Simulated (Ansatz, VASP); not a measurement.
**Co in VASP and in Ansatz**

```
Co
1.0
     2.47200    0.00000    0.00000
    -1.23600    2.14081    0.00000
     0.00000    0.00000    4.02114
Co
2
Direct
  0.66667 0.33333 0.75000
  0.33333 0.66667 0.25000
```

Alike in both runs: task single point; functional PBEsol; k mesh 10 × 10 × 6; occupations fermi-dirac, width 0.05 eV; collinear spin; fixed moment 4 μB.

```csv
,VASP,Ansatz
version,VASP 6.6.1,Ansatz 0.2.0
potentials or method,"VASP PAW PBE potentials, release 64 (Co)",Ansatz PAW
plane-wave cutoff (eV),520,420
valence electrons in the cell,18,34
```

VASP gave:

| Quantity | Value |
| --- | --- |
| pressure (GPa) | 2.3 |
| traceless stress, the component that is largest in VASP (GPa) | 0.14 |
| net moment per atom (μB) | 2.00 |
| size of the moment on the site where the two differ most (μB) | 1.98 |

What did Ansatz give for the same quantities?

Pressure (GPa): 3.1; traceless stress, the component that is largest in VASP (GPa): 0.39; net moment per atom (μB): 2.00; size of the moment on the site where the two differ most (μB): 2.02.

VASP's potentials were made for PBE, not for PBEsol. Site moments also hang on the region over which each program counts them. The functional is the same, so the differences come from potentials, cutoffs and numerics. VASP's potentials hold 18 valence electrons a cell and Ansatz's 34, so a difference there can come from the potentials and not from the codes.
